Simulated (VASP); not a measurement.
# Nb (I4/mmm) in VASP: a series of runs

Runs on Nb. Level: r2SCAN. Tasks: single point.

Everything below comes from runs of VASP 6.6.1. Logs are shortened: lines on timing, memory, paths and dates and some standing lists are left out, and cuts for length are marked.

## 1. The cell of the first run

It takes space group I4/mmm (No. 139, tetragonal). The conventional cell has a = 3.494 Å, b = 3.494 Å, c = 3.328 Å, α = 90.00°, β = 90.00°, γ = 90.00°. Nb (site symmetry 4/mmm) has 14 Nb at 2.98 to 3.49 Å within 3.9 Å.

## 2. Single point, r2SCAN (strain +0.050 along x and y, +0.000 along z)

The input, POSCAR:

```
Nb
1.0
   -1.7471475000      1.7471475000      1.6639500000
    1.7471475000     -1.7471475000      1.6639500000
    1.7471475000      1.7471475000     -1.6639500000
Nb
1
Direct
    0.0000000000      0.0000000000      0.0000000000
```

The input, INCAR.step1:

```
SYSTEM = Nb
PREC = Accurate
ENCUT = 520
ISMEAR = 0
SIGMA = 0.15
LREAL = .FALSE.
LASPH = .TRUE.
NELM = 80
NBANDS = 12
GGA = PE
ALGO = Normal
EDIFF = 1E-4
LWAVE = .TRUE.
LCHARG = .FALSE.
```

The input, INCAR.step2:

```
SYSTEM = Nb
PREC = Accurate
ENCUT = 520
EDIFF = 1E-6
ISMEAR = 0
SIGMA = 0.15
LREAL = .FALSE.
LASPH = .TRUE.
NELM = 80
ALGO = Normal
ISIF = 2
LWAVE = .FALSE.
LCHARG = .TRUE.
METAGGA = R2SCAN
LMIXTAU = .TRUE.
LELF = .TRUE.
LVHAR = .TRUE.
NBANDS = 12
ISTART = 1
```

The input, KPOINTS:

```
Automatic mesh
0
G
  20 20 20
  0 0 0
```

Potentials or basis: VASP PAW PBE potentials, release 64 (Nb_sv).

Run with:

```console
$ cat potpaw_PBE.64/Nb_sv/POTCAR > POTCAR
$ cp INCAR.step1 INCAR
$ mpirun -np 1 vasp_std > vasp.out
$ cp INCAR.step2 INCAR
$ mpirun -np 1 vasp_std > vasp.out
```

OUTCAR:

```text
SYSTEM = Nb
   PREC = Accurate
   ENCUT = 520
   EDIFF = 1E-6
   ISMEAR = 0
   LREAL = .FALSE.
   LASPH = .TRUE.
   NELM = 80
   ISIF = 2
   METAGGA = R2SCAN
   ISTART = 1

 ion  position               nearest neighbor table
   1  0.000  0.000  0.000-

  LATTYP: Found a body centered tetragonal cell.
 ALAT       =     3.4942950000
 C/A-ratio  =     0.9523809524

  Lattice vectors:

 A1 = (  -1.7471475000,   1.7471475000,   1.6639500000)
 A2 = (   1.7471475000,  -1.7471475000,   1.6639500000)
 A3 = (   1.7471475000,   1.7471475000,  -1.6639500000)

Analysis of symmetry for initial positions (statically):
=====================================================================
 Subroutine PRICEL returns:
 Original cell was already a primitive cell.

 Routine SETGRP: Setting up the symmetry group for a
 body centered tetragonal supercell.

 Subroutine GETGRP returns: Found 16 space group operations
 (whereof 16 operations were pure point group operations)
 out of a pool of 16 trial point group operations.

The static configuration has the point symmetry D_4h.

Analysis of symmetry for dynamics (positions and initial velocities):
=====================================================================
 Subroutine PRICEL returns:
 Original cell was already a primitive cell.

 Routine SETGRP: Setting up the symmetry group for a
 body centered tetragonal supercell.

 Subroutine GETGRP returns: Found 16 space group operations
 (whereof 16 operations were pure point group operations)
 out of a pool of 16 trial point group operations.

The dynamic configuration has the point symmetry D_4h.

 Subroutine INISYM returns: Found 16 space group operations
 (whereof 16 operations are pure point group operations),
 and found     1 'primitive' translations

----------------------------------------------------------------------------------------

                                     Primitive cell

  volume of cell :      20.3170

  direct lattice vectors                    reciprocal lattice vectors
    -1.747147500  1.747147500  1.663950000     0.000000000  0.286180760  0.300489798
     1.747147500 -1.747147500  1.663950000     0.286180760  0.000000000  0.300489798
     1.747147500  1.747147500 -1.663950000     0.286180760  0.286180760  0.000000000

  length of vectors
     2.978888782  2.978888782  2.978888782     0.414962103  0.414962103  0.404720713

  position of ions in fractional coordinates (direct lattice)
     0.000000000  0.000000000  0.000000000

  ion indices of the primitive-cell ions
   primitive index   ion index
                 1           1

----------------------------------------------------------------------------------------

 KPOINTS: Automatic mesh

Automatic generation of k-mesh.
 Grid dimensions read from file:
 generate k-points for:   20   20   20

 Generating k-lattice:

  Cartesian coordinates                     Fractional coordinates (reciprocal lattice)
     0.000000000  0.014309038  0.015024490     0.050000000  0.000000000  0.000000000
     0.014309038  0.000000000  0.015024490     0.000000000  0.050000000  0.000000000
     0.014309038  0.014309038  0.000000000     0.000000000  0.000000000  0.050000000

  Length of vectors
     0.020748105  0.020748105  0.020236036

  Shift w.r.t. Gamma in fractional coordinates (k-lattice)
     0.000000000  0.000000000  0.000000000

 Subroutine IBZKPT returns following result:
 ===========================================

 Found    641 irreducible k-points:

 Following reciprocal coordinates:
            Coordinates               Weight
  0.000000  0.000000  0.000000      1.000000
  0.050000  0.000000  0.000000      8.000000
  0.100000  0.000000  0.000000      8.000000
  0.150000  0.000000  0.000000      8.000000
  0.200000  0.000000  0.000000      8.000000
  0.250000  0.000000  0.000000      8.000000
[... 16 lines left out ...]
 -0.400000  0.050000  0.000000     16.000000
 -0.350000  0.050000  0.000000     16.000000
 [... further k-points ...]
   k-points           NKPTS =    641   k-points in BZ     NKDIM =    641   number of bands    NBANDS=     12
   number of dos      NEDOS =    301   number of ions     NIONS =      1
   total plane-waves  NPLWV =  13824
   dimension x,y,z NGX =    24 NGY =   24 NGZ =   24
   dimension x,y,z NGXF=    48 NGYF=   48 NGZF=   48
   ions per type =               1
   NGX,Y,Z   is equivalent  to a cutoff of  13.39, 13.39, 13.39 a.u.
   NGXF,Y,Z  is equivalent  to a cutoff of  26.79, 26.79, 26.79 a.u.
 SYSTEM =  Nb
   PREC   = accura    normal or accurate (medium, high low for compatibility)
   ISTART =      1    job   : 0-new  1-cont  2-samecut
   ICHARG =      0    charge: 1-file 2-atom 10-const
   ISPIN  =      1    spin polarized calculation?
   LNONCOLLINEAR =      F non collinear calculations
   LSORBIT =      F    spin-orbit coupling
   LASPH  =      T    aspherical Exc in radial PAW
   ENCUT  =  520.0 eV  38.22 Ry    6.18 a.u.   5.54  5.54  5.54*2*pi/ulx,y,z
   NELM   =     80;   NELMIN=  2; NELMDL=  0     # of ELM steps
   EDIFF  = 0.1E-05   stopping-criterion for ELM
   LREAL  =      F    real-space projection
   EDIFFG = 0.1E-04   stopping-criterion for IOM
   NSW    =      0    number of steps for IOM
   IBRION =     -1    ionic relax: 0-MD 1-quasi-New 2-CG
   NFREE  =      0    steps in history (QN), initial steepest desc. (CG)
   ISIF   =      2    stress and relaxation
   ISYM   =      2    0-nonsym 1-usesym 2-fastsym
   POTIM  = 0.5000    time-step for ionic-motion
   TEBEG  =    0.0;   TEEND  =   0.0 temperature during run
   PSTRESS=    0.0 pullay stress
   NELECT =      13.0000    total number of electrons
   NUPDOWN=      -1.0000    fix difference up-down
   EMIN   =  10.00;   EMAX   =-10.00  energy-range for DOS
   EFERMI =   0.00;   METHOD = LEGACY
   ISMEAR =     0;   SIGMA  =   0.15  broadening in eV -4-tet -1-fermi 0-gaus
   EFERMI_NEDOS =   21; number of points for ismear=-14 and -15
   IALGO  =     38    algorithm
   IMIX   =      4    mixing-type and parameters
     AMIX     =   0.40;   BMIX     =  1.00
     AMIX_MAG =   1.60;   BMIX_MAG =  1.00
  volume/ion in A,a.u.               =      20.32       137.11
  Fermi-wavevector in a.u.,A,eV,Ry     =   1.410705  2.665846 27.076792  1.990088
  Thomas-Fermi vector in A             =   2.532631
   LORBIT       =      0    0 simple, 1 ext, 2 COOP (PROOUT), +10 PAW based schemes
   METAGGA = R2SCAN    functional components
   LHFCALC =     F    Hartree Fock is set to
   AEXX    =    0.0000 exact exchange contribution
   IVDW    =     0    specifies the selected vdW correction
   LEPSILON=     F    determine dielectric tensor
   LRPA    =     F    only Hartree local field effects (RPA)
 non-spin polarized calculation
 Gauss-broadening in eV      SIGMA  =   0.15
  energy-cutoff  :      520.00
  volume of cell :       20.32
 maximum number of plane-waves:       563
 NGX is ok and might be reduce to    24
   NGX = 11   NGY = 11   NGZ = 11

 number of electron      13.0000001 magnetization

 Free energy of the ion-electron system (eV)
  ---------------------------------------------------
  ext. energy  EPLUGINS =         0.00000000
  ---------------------------------------------------
  free energy    TOTEN  =       -24.70948198 eV

  energy without entropy =      -24.69002662  energy(sigma->0) =      -24.69975430

 E-fermi :   9.5485     XC(G=0): -12.9410

 val. band max:        9.5475745316   @ k =   0.2500   0.0000   0.0000
 cond. band min:       9.5487024540   @ k =  -0.1500   0.4500   0.1000
 fundamental gap:      0.0011279224
 Fermi energy:         9.5485294132

 k-point     1 :       0.0000    0.0000    0.0000
  band No.  band energies     occupation
      1     -46.8163      2.00000
      2     -21.5801      2.00000
      3     -21.5774      2.00000
      4     -21.5774      2.00000
      5       3.4902      2.00000
      6       9.6559      0.31157
      7      10.1902      0.00000
      8      10.1902      0.00000
      9      12.3661      0.00000
     10      13.0589      0.00000
     11      23.7847      0.00000
     12      23.7847      0.00000

 k-point     2 :       0.0500    0.0000    0.0000
  band No.  band energies     occupation
      1     -46.8122      2.00000
      2     -21.6046      2.00000
      3     -21.5856      2.00000
      4     -21.5791      2.00000
      5       3.5873      2.00000
      6       9.6670      0.26389
      7      10.1704      0.00000
      8      10.2062      0.00000
      9      12.3555      0.00000
     10      12.9892      0.00000
     11      23.9306      0.00000
     12      23.9547      0.00000

 k-point     3 :       0.1000    0.0000    0.0000
  band No.  band energies     occupation
      1     -46.8004      2.00000
      2     -21.6787      2.00000
      3     -21.6093      2.00000
      4     -21.5809      2.00000
      5       3.8699      2.00000
      6       9.6065      0.58478
      7      10.0955      0.00000
      8      10.3572      0.00000
      9      12.3240      0.00000
     10      12.8427      0.00000
     11      24.2727      0.00000
     12      24.4509      0.00000
[... 286 lines left out ...]
 k-point    23 :      -0.4000    0.0500    0.0000
  band No.  band energies     occupation
      1     -46.6724      2.00000
      2     -22.4230      2.00000
      3     -21.8617      2.00000
      4     -21.6071      2.00000
      5       6.2157      2.00000
      6       8.2364      2.00000
      7      10.1006      0.00000
      8      12.7348      0.00000
      9      13.1964      0.00000
     10      14.1925      0.00000
     11      21.8020      0.00000
     12      22.6107      0.00000

 k-point    24 :      -0.3500    0.0500    0.0000
  band No.  band energies     occupation
      1     -46.6938      2.00000
      2     -22.3055      2.00000
      3     -21.8196      2.00000
      4     -21.6034      2.00000
      5       6.0861      2.00000
      6       8.4440      2.00000
      7       9.6262      0.46422
      8      12.5815      0.00000
      9      13.0134      0.00000
     10      13.3782      0.00000
     11      22.6115      0.00000
     12      23.6894      0.00000

 [... further k-points ...]

------------------------ aborting loop because EDIFF is reached ----------------------------------------

  FORCE on cell =-STRESS in cart. coord.  units (eV):
  Direction    XX          YY          ZZ          XY          YZ          ZX
  --------------------------------------------------------------------------------------
  -------------------------------------------------------------------------------------
  Total       -2.2639072     -2.2639072     -1.8580935      0.0000000     -0.0000000     -0.0000000
  in kB     -178.5294236   -178.5294236   -146.5273693      0.0000000     -0.0000000     -0.0000000
  external PRESSURE =    -167.8620722 kB  Pullay stress =       0.0000000 kB

 VOLUME and BASIS-vectors are now :
 -----------------------------------------------------------------------------
  energy-cutoff  :      520.00
  volume of cell :       20.32
      direct lattice vectors                 reciprocal lattice vectors
    -1.747147500  1.747147500  1.663950000     0.000000000  0.286180760  0.300489798
     1.747147500 -1.747147500  1.663950000     0.286180760  0.000000000  0.300489798
     1.747147500  1.747147500 -1.663950000     0.286180760  0.286180760  0.000000000

 POSITION                                       TOTAL-FORCE (eV/Angst)
 -----------------------------------------------------------------------------------
      0.00000      0.00000      0.00000         0.000000     -0.000000      0.000000
 -----------------------------------------------------------------------------------
    total drift:                               -0.000000      0.000000      0.000000

  FREE ENERGIE OF THE ION-ELECTRON SYSTEM (eV)
  ---------------------------------------------------
  free  energy   TOTEN  =       -24.7094819780 eV

  energy  without entropy=      -24.6900266153  energy(sigma->0) =      -24.69975430
```

Run time: 4.1 min. Hardware: 1 thread of Intel Xeon Platinum 8488C (Sapphire Rapids), shared host; peak memory 0.27 GiB.

What came out:

- Free energy: -24.7095 eV
- Pressure: -16.8 GPa

Levels at points of the mesh, in eV from the Fermi level:
| k point | band 4 | band 5 | band 6 | band 7 | band 8 | band 9 |
| --- | --- | --- | --- | --- | --- | --- |
| (0.00, 0.00, 0.00) | -31.13 | -6.06 | 0.11 | 0.64 | 0.64 | 2.82 |
| (0.50, 0.00, 0.00) | -31.15 | -3.43 | -1.57 | 1.81 | 3.21 | 4.00 |
| (0.50, 0.50, 0.00) | -31.11 | -3.43 | -1.00 | 1.47 | 2.69 | 3.59 |
| (0.50, 0.50, 0.50) | -31.75 | -3.26 | -3.18 | 5.01 | 5.01 | 5.13 |

Caveat: the cell differs from its parent crystal (strain +0.050 along x and y, +0.000 along z); the PAW data sets were made with another functional, which shifts forces and pressure a little.

## 3. Single point, r2SCAN (strain +0.025 along x and y, +0.050 along z)

The input, POSCAR:

```
Nb
1.0
   -1.7055487500      1.7055487500      1.7471475000
    1.7055487500     -1.7055487500      1.7471475000
    1.7055487500      1.7055487500     -1.7471475000
Nb
1
Direct
    0.0000000000      0.0000000000      0.0000000000
```

The input, INCAR.step1:

```
PREC = Accurate
ENCUT = 520
ISMEAR = 0
SIGMA = 0.15
LREAL = False
LASPH = True
NELM = 60
NBANDS = 12
GGA = PE
ALGO = Normal
EDIFF = 1E-4
LWAVE = True
LCHARG = False
```

The input, INCAR.step2:

```
PREC = Accurate
ENCUT = 520
EDIFF = 1E-6
ISMEAR = 0
SIGMA = 0.15
LREAL = False
LASPH = True
NELM = 60
ALGO = Normal
ISIF = 2
LWAVE = False
LCHARG = False
METAGGA = R2SCAN
LMIXTAU = True
NBANDS = 12
ISTART = 1
```

The input, KPOINTS:

```
Automatic mesh
0
Gamma
  20 20 20
```

Potentials or basis: VASP PAW PBE potentials, release 64 (Nb_sv).

Run with:

```console
$ cat potpaw_PBE.64/Nb_sv/POTCAR > POTCAR
$ cp INCAR.step1 INCAR
$ mpirun -np 1 vasp_std > vasp.out
$ cp INCAR.step2 INCAR
$ mpirun -np 1 vasp_std > vasp.out
```

Wall time 4.4 min (1 thread of Intel Xeon Platinum 8488C (Sapphire Rapids), shared host); peak memory 0.27 GiB.

The run converged. Its results:

| Property | Result |
| --- | --- |
| Free energy | -24.7136 eV |
| Pressure | -16.9 GPa |

Stress tensor (GPa, compression positive):
```
-16.26   0.00   0.00
  0.00 -16.26   0.00
  0.00   0.00 -18.21
```

Levels at points of the mesh, in eV from the Fermi level:
```csv
k point,band 2,band 3,band 4,band 5,band 6,band 7,band 8,band 9,band 10,band 11
"(0.00, 0.00, 0.00)",-31.13,-31.13,-31.13,-6.05,0.37,0.37,0.62,3.02,3.34,14.24
"(0.50, 0.00, 0.00)",-32.12,-31.43,-31.13,-3.42,-1.29,1.64,3.00,3.76,5.67,10.80
"(0.50, 0.50, 0.00)",-32.11,-31.45,-31.15,-3.43,-1.56,1.81,3.35,3.86,5.72,11.00
"(0.50, 0.50, 0.50)",-31.84,-31.79,-31.79,-3.23,-3.19,5.01,5.07,5.07,8.09,8.69
```

Caveat: the cell differs from its parent crystal (strain +0.025 along x and y, +0.050 along z); the PAW data sets were made with another functional, which shifts forces and pressure a little.
